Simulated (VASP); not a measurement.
Crystal: Ba3MgCd.

```
Ba Mg Cd
1.0
     5.28233    0.00000    0.00000
     0.00000    5.28233    0.00000
     0.00000    0.00000    5.28233
Ba Mg Cd
3 1 1
Direct
  0.00000 0.50000 0.50000
  0.50000 0.00000 0.50000
  0.50000 0.50000 0.00000
  0.00000 0.00000 0.00000
  0.50000 0.50000 0.50000
```

- Program: VASP 6.6.1
- Task: relaxation of cell and atoms
- Functional: PBE
- Potentials or basis: VASP PAW PBE potentials, release 64 (Ba_sv, Mg, Cd)
- Cutoff: 600 eV
- k mesh: 4 × 4 × 4
- Occupations: gaussian, width 0.1 eV
- Spin: no spin polarisation

At the start: pressure 29.6 GPa; volume 29.48 Å³/atom.

Task: Where does the relaxation end?

Result: Over 4 steps the energy falls by 1536.1 meV/atom and the volume is 58.21 Å³/atom (+97.5 %); space group Pm-3m (No. 221, to 0.1 Å) before and after.

The path:
```tsv
step	energy change (eV)	largest force (eV/Å)	pressure (GPa)	volume (Å³)
1	0.0000	0.0000	29.59	147.39
2	-7.6764	0.0000	-0.23	296.71
3	-7.6769	0.0000	0.23	285.71
4	-7.6806	0.0000	0.00	291.06
```

Final structure:
```cif
data_structure
_symmetry_space_group_name_H-M 'P 1'
_symmetry_Int_Tables_number 1
_cell_length_a 6.6271
_cell_length_b 6.6271
_cell_length_c 6.6271
_cell_angle_alpha 90.000
_cell_angle_beta 90.000
_cell_angle_gamma 90.000
_cell_volume 291.06
loop_
_atom_site_label
_atom_site_type_symbol
_atom_site_fract_x
_atom_site_fract_y
_atom_site_fract_z
_atom_site_occupancy
Ba1 Ba 0.00000 0.50000 0.50000 1
Ba2 Ba 0.50000 0.00000 0.50000 1
Ba3 Ba 0.50000 0.50000 0.00000 1
Mg1 Mg 0.00000 0.00000 0.00000 1
Cd1 Cd 0.50000 0.50000 0.50000 1
```

Caveat: the volume moved by over 15 % at a fixed basis, so the end points are rough.
